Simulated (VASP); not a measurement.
# ZnS (pbe) in VASP: further runs

Runs on ZnS (pbe). Level: PBE. Tasks: single point.

All numbers are computed with VASP 6.6.1; they aren't measurements. Logs are shortened: lines on timing, memory, paths and dates and some standing lists are left out, and cuts for length are marked.

### Step 1. The cell of the first run

The structure is hexagonal, space group P6_3mc (No. 186). The conventional cell has a = 3.845 Å, b = 3.845 Å, c = 6.306 Å, α = 90.00°, β = 90.00°, γ = 120.00°. Within 2.9 Å of Zn (site symmetry 3m) lie 3 S at 2.22 Å. Within 2.9 Å of S (site symmetry 3m) lie 3 Zn at 2.22 Å.

### Step 2. Single point, PBE

INCAR

```
SYSTEM = ZnS
ALGO     = Normal         ! electronic algorithm
EDIFF    = 1E-7           ! SCF threshold, eV
ENCUT    = 520            ! plane-wave cutoff, eV
GGA      = PE             ! functional
ISIF     = 2              ! what is computed and relaxed
ISMEAR   = 0              ! smearing method
LASPH    = .TRUE.         ! aspherical terms in the spheres
LCHARG   = .FALSE.        ! write CHGCAR
LREAL    = .FALSE.        ! projectors in reciprocal space
LWAVE    = .FALSE.        ! write WAVECAR
NBANDS   = 26             ! bands
NELM     = 100            ! most SCF steps
PREC     = Accurate       ! precision mode
SIGMA    = 0.01           ! smearing width, eV
```

KPOINTS

```
k-points
0
G
  9 9 6
  0 0 0
```

POSCAR

```
ZnS
1.0
    3.8451345355      0.0000000000      0.0000000000
   -1.9225672678      3.3299841887      0.0000000000
    0.0000000000      0.0000000000      6.3057239286
Zn S
2 2
Direct
    0.3333333333      0.6666666667     -0.0562256820
    0.6666666667      0.3333333333      0.4437743180
    0.3333333333      0.6666666667      0.4312256820
    0.6666666667      0.3333333333      0.9312256820
```

Potentials or basis: VASP PAW PBE potentials, release 64 (Zn, S).

On the command line:

```
$ cat potpaw_PBE.64/Zn/POTCAR potpaw_PBE.64/S/POTCAR > POTCAR
$ mpirun -np 1 vasp_std > vasp.out
```

OUTCAR:

```text
SYSTEM = ZnS
   EDIFF = 1E-7
   ENCUT = 520
   GGA = PE
   ISIF = 2
   ISMEAR = 0
   LASPH = .TRUE.
   LREAL = .FALSE.
   NELM = 100
   PREC = Accurate

 ion  position               nearest neighbor table
   1  0.333  0.667  0.944-   4 2.22   4 2.22   4 2.22
   2  0.667  0.333  0.444-   3 2.22   3 2.22   3 2.22
   3  0.333  0.667  0.431-   2 2.22   2 2.22   2 2.22
   4  0.667  0.333  0.931-   1 2.22   1 2.22   1 2.22

  LATTYP: Found a hexagonal cell.
 ALAT       =     3.8451345355
 C/A-ratio  =     1.6399228350

  Lattice vectors:

 A1 = (   3.8451345355,   0.0000000000,   0.0000000000)
 A2 = (  -1.9225672678,   3.3299841887,   0.0000000000)
 A3 = (   0.0000000000,   0.0000000000,   6.3057239286)

Analysis of symmetry for initial positions (statically):
=====================================================================
 Subroutine PRICEL returns:
 Original cell was already a primitive cell.

 Routine SETGRP: Setting up the symmetry group for a
 hexagonal supercell.

 Subroutine GETGRP returns: Found 12 space group operations
 (whereof  6 operations were pure point group operations)
 out of a pool of 24 trial point group operations.

The static configuration has the point symmetry C_3v.
 The point group associated with its full space group is C_6v.

Analysis of symmetry for dynamics (positions and initial velocities):
=====================================================================
 Subroutine PRICEL returns:
 Original cell was already a primitive cell.

 Routine SETGRP: Setting up the symmetry group for a
 hexagonal supercell.

 Subroutine GETGRP returns: Found 12 space group operations
 (whereof  6 operations were pure point group operations)
 out of a pool of 24 trial point group operations.

The dynamic configuration has the point symmetry C_3v.
 The point group associated with its full space group is C_6v.

 Subroutine INISYM returns: Found 12 space group operations
 (whereof  6 operations are pure point group operations),
 and found     1 'primitive' translations

----------------------------------------------------------------------------------------

                                     Primitive cell

  volume of cell :      80.7400

  direct lattice vectors                    reciprocal lattice vectors
     3.845134536  0.000000000  0.000000000     0.260068924  0.150150863  0.000000000
    -1.922567268  3.329984189  0.000000000     0.000000000  0.300301726  0.000000000
     0.000000000  0.000000000  6.305723929     0.000000000  0.000000000  0.158586074

  length of vectors
     3.845134536  3.845134536  6.305723929     0.300301726  0.300301726  0.158586074

  position of ions in fractional coordinates (direct lattice)
     0.333333333  0.666666667  0.943774318
     0.666666667  0.333333333  0.443774318
     0.333333333  0.666666667  0.431225682
     0.666666667  0.333333333  0.931225682

  ion indices of the primitive-cell ions
   primitive index   ion index
                 1           1
                 2           2
                 3           3
                 4           4

----------------------------------------------------------------------------------------

 KPOINTS: k-points

Automatic generation of k-mesh.
 Grid dimensions read from file:
 generate k-points for:    9    9    6

 Generating k-lattice:

  Cartesian coordinates                     Fractional coordinates (reciprocal lattice)
     0.028896547  0.016683429  0.000000000     0.111111111  0.000000000  0.000000000
     0.000000000  0.033366858  0.000000000     0.000000000  0.111111111  0.000000000
     0.000000000  0.000000000  0.026431012     0.000000000  0.000000000  0.166666667

  Length of vectors
     0.033366858  0.033366858  0.026431012

  Shift w.r.t. Gamma in fractional coordinates (k-lattice)
     0.000000000  0.000000000  0.000000000

 Subroutine IBZKPT returns following result:
 ===========================================

 Found     48 irreducible k-points:

 Following reciprocal coordinates:
            Coordinates               Weight
  0.000000  0.000000  0.000000      1.000000
  0.111111 -0.000000  0.000000      6.000000
  0.222222  0.000000  0.000000      6.000000
  0.333333 -0.000000  0.000000      6.000000
  0.444444  0.000000  0.000000      6.000000
  0.111111  0.111111  0.000000      6.000000
[... 16 lines left out ...]
  0.333333  0.222222  0.166667     24.000000
  0.333333  0.333333  0.166667      4.000000
 [... further k-points ...]
   k-points           NKPTS =     48   k-points in BZ     NKDIM =     48   number of bands    NBANDS=     26
   number of dos      NEDOS =    301   number of ions     NIONS =      4
   total plane-waves  NPLWV =  43200
   dimension x,y,z NGX =    30 NGY =   30 NGZ =   48
   dimension x,y,z NGXF=    60 NGYF=   60 NGZF=   96
   ions per type =               2   2
   NGX,Y,Z   is equivalent  to a cutoff of  12.97, 12.97, 12.65 a.u.
   NGXF,Y,Z  is equivalent  to a cutoff of  25.94, 25.94, 25.31 a.u.
 SYSTEM =  ZnS
   PREC   = accura    normal or accurate (medium, high low for compatibility)
   ISTART =      0    job   : 0-new  1-cont  2-samecut
   ICHARG =      2    charge: 1-file 2-atom 10-const
   ISPIN  =      1    spin polarized calculation?
   LNONCOLLINEAR =      F non collinear calculations
   LSORBIT =      F    spin-orbit coupling
   LASPH  =      T    aspherical Exc in radial PAW
   ENCUT  =  520.0 eV  38.22 Ry    6.18 a.u.   7.15  7.15 11.72*2*pi/ulx,y,z
   NELM   =    100;   NELMIN=  2; NELMDL= -5     # of ELM steps
   EDIFF  = 0.1E-06   stopping-criterion for ELM
   LREAL  =      F    real-space projection
   EDIFFG = 0.1E-05   stopping-criterion for IOM
   NSW    =      0    number of steps for IOM
   IBRION =     -1    ionic relax: 0-MD 1-quasi-New 2-CG
   NFREE  =      0    steps in history (QN), initial steepest desc. (CG)
   ISIF   =      2    stress and relaxation
   ISYM   =      2    0-nonsym 1-usesym 2-fastsym
   POTIM  = 0.5000    time-step for ionic-motion
   TEBEG  =    0.0;   TEEND  =   0.0 temperature during run
   PSTRESS=    0.0 pullay stress
   NELECT =      36.0000    total number of electrons
   NUPDOWN=      -1.0000    fix difference up-down
   EMIN   =  10.00;   EMAX   =-10.00  energy-range for DOS
   EFERMI =   0.00;   METHOD = LEGACY
   ISMEAR =     0;   SIGMA  =   0.01  broadening in eV -4-tet -1-fermi 0-gaus
   EFERMI_NEDOS =   21; number of points for ismear=-14 and -15
   IALGO  =     38    algorithm
   IMIX   =      4    mixing-type and parameters
     AMIX     =   0.40;   BMIX     =  1.00
     AMIX_MAG =   1.60;   BMIX_MAG =  1.00
  volume/ion in A,a.u.               =      20.18       136.22
  Fermi-wavevector in a.u.,A,eV,Ry     =   1.250680  2.363442 21.282230  1.564200
  Thomas-Fermi vector in A             =   2.384663
   LORBIT       =      0    0 simple, 1 ext, 2 COOP (PROOUT), +10 PAW based schemes
   GGA     = PE    functional components
   LHFCALC =     F    Hartree Fock is set to
   AEXX    =    0.0000 exact exchange contribution
   IVDW    =     0    specifies the selected vdW correction
   LEPSILON=     F    determine dielectric tensor
   LRPA    =     F    only Hartree local field effects (RPA)
 non-spin polarized calculation
 Gauss-broadening in eV      SIGMA  =   0.01
  energy-cutoff  :      520.00
  volume of cell :       80.74
 maximum number of plane-waves:      2208
 NGX is ok and might be reduce to    30
   NGX = 15   NGY = 15   NGZ = 23

 number of electron      36.0000013 magnetization

 Free energy of the ion-electron system (eV)
  ---------------------------------------------------
  ext. energy  EPLUGINS =         0.00000000
  ---------------------------------------------------
  free energy    TOTEN  =       -12.93496976 eV

  energy without entropy =      -12.93496976  energy(sigma->0) =      -12.93496976

 E-fermi :   1.8124     XC(G=0):  -9.4892

 val. band max:        1.7624756515   @ k =   0.1111  -0.0000   0.0000
 cond. band min:       4.1850071907   @ k =   0.0000   0.0000   0.0000
 fundamental gap:      2.4225315392
 Fermi energy:         1.8124218920

 k-point     1 :       0.0000    0.0000    0.0000
  band No.  band energies     occupation
      1     -11.2585      2.00000
      2     -10.5442      2.00000
      3      -4.8394      2.00000
      4      -4.8394      2.00000
      5      -4.8206      2.00000
      6      -4.8206      2.00000
[... 18 lines left out ...]
     25      10.4361      0.00000
     26      10.9337      0.00000

 k-point     2 :       0.1111   -0.0000    0.0000
  band No.  band energies     occupation
      1     -11.1722      2.00000
      2     -10.4827      2.00000
      3      -4.8399      2.00000
      4      -4.8234      2.00000
      5      -4.8023      2.00000
      6      -4.7804      2.00000
[... 18 lines left out ...]
     25       9.8389      0.00000
     26      10.4893      0.00000

 k-point     3 :       0.2222    0.0000    0.0000
  band No.  band energies     occupation
      1     -10.9354      2.00000
      2     -10.3252      2.00000
      3      -4.8316      2.00000
      4      -4.8011      2.00000
      5      -4.7008      2.00000
      6      -4.6742      2.00000
[... 18 lines left out ...]
     25       9.7839      0.00000
     26      10.5913      0.00000

 k-point     4 :       0.3333   -0.0000    0.0000
  band No.  band energies     occupation
      1     -10.6196      2.00000
      2     -10.1519      2.00000
      3      -4.7708      2.00000
      4      -4.7069      2.00000
      5      -4.5714      2.00000
      6      -4.5421      2.00000
[... 18 lines left out ...]
     25      10.8907      0.00000
     26      11.5817      0.00000
[... 496 lines left out ...]
      1     -10.4362      2.00000
      2     -10.1104      2.00000
      3      -4.7182      2.00000
      4      -4.7083      2.00000
      5      -4.4679      2.00000
      6      -4.4425      2.00000
[... 18 lines left out ...]
     25       9.7764      0.00000
     26      12.0304      0.00000

 k-point    23 :       0.3333    0.2222    0.1667
  band No.  band energies     occupation
      1     -10.2199      2.00000
      2     -10.0539      2.00000
      3      -4.6169      2.00000
      4      -4.5997      2.00000
      5      -4.3890      2.00000
      6      -4.3744      2.00000
[... 18 lines left out ...]
     25      10.8139      0.00000
     26      12.4628      0.00000

 k-point    24 :       0.3333    0.3333    0.1667
  band No.  band energies     occupation
      1     -10.0898      2.00000
      2     -10.0898      2.00000
      3      -4.5639      2.00000
      4      -4.5639      2.00000
      5      -4.3869      2.00000
      6      -4.3694      2.00000
[... 18 lines left out ...]
     25      11.8799      0.00000
     26      11.8975      0.00000

 [... further k-points ...]
[... 5 lines left out ...]
  --------------------------------------------------------------------------------------
  -------------------------------------------------------------------------------------
  Total        3.7426963      3.7426963      0.2844899     -0.0000000     -0.0000000      0.0000000
  in kB       74.2688171     74.2688171      5.6453223     -0.0000000     -0.0000000      0.0000000
  external PRESSURE =      51.3943188 kB  Pullay stress =       0.0000000 kB

 VOLUME and BASIS-vectors are now :
 -----------------------------------------------------------------------------
  energy-cutoff  :      520.00
  volume of cell :       80.74
      direct lattice vectors                 reciprocal lattice vectors
     3.845134536  0.000000000  0.000000000     0.260068924  0.150150863  0.000000000
    -1.922567268  3.329984189  0.000000000     0.000000000  0.300301726  0.000000000
     0.000000000  0.000000000  6.305723929     0.000000000  0.000000000  0.158586074

 POSITION                                       TOTAL-FORCE (eV/Angst)
 -----------------------------------------------------------------------------------
     -0.00000      2.21999      5.95118         0.000000      0.000000      0.194629
      1.92257      1.10999      2.79832        -0.000000      0.000000      0.194629
     -0.00000      2.21999      2.71919        -0.000000     -0.000000     -0.194629
      1.92257      1.10999      5.87205        -0.000000      0.000000     -0.194629
 -----------------------------------------------------------------------------------
    total drift:                               -0.000001     -0.000001      0.001209

  FREE ENERGIE OF THE ION-ELECTRON SYSTEM (eV)
  ---------------------------------------------------
  free  energy   TOTEN  =       -12.9349697629 eV

  energy  without entropy=      -12.9349697629  energy(sigma->0) =      -12.93496976
```

Run time: 48 s. Hardware: 1 thread of Intel Xeon 6975P-C (Granite Rapids), shared host; peak memory 0.23 GiB.

Results:

- Free energy: -12.9350 eV
- Pressure: 5.1 GPa
- Largest force: 0.195 eV/Å
- Band gap on the k mesh: 2.42 eV, indirect (least direct gap 2.43 eV)

Forces on the atoms (eV/Å):
```
Zn   0.000  0.000  0.195
Zn   0.000  0.000  0.195
S    0.000  0.000 -0.195
S    0.000  0.000 -0.195
```

Stress tensor (GPa, compression positive):
```
7.43 0.00 0.00
0.00 7.43 0.00
0.00 0.00 0.56
```

Levels at points of the mesh, in eV from the valence-band top:
| k point | band 14 | band 15 | band 16 | band 17 | band 18 | band 19 | band 20 | band 21 | band 22 | band 23 |
| --- | --- | --- | --- | --- | --- | --- | --- | --- | --- | --- |
| (0.00, 0.00, 0.00) | -0.59 | -0.59 | -0.09 | -0.09 | -0.01 | 2.42 | 2.46 | 6.31 | 6.31 | 7.21 |
| (0.00, 0.00, 0.50) | -2.14 | -0.34 | -0.34 | -0.34 | -0.34 | 3.11 | 3.11 | 6.60 | 6.60 | 6.60 |

A k mesh can miss the band edges. As with any semilocal functional, this PBE gap is likely too small.

(Continued in part 2 of 2.)
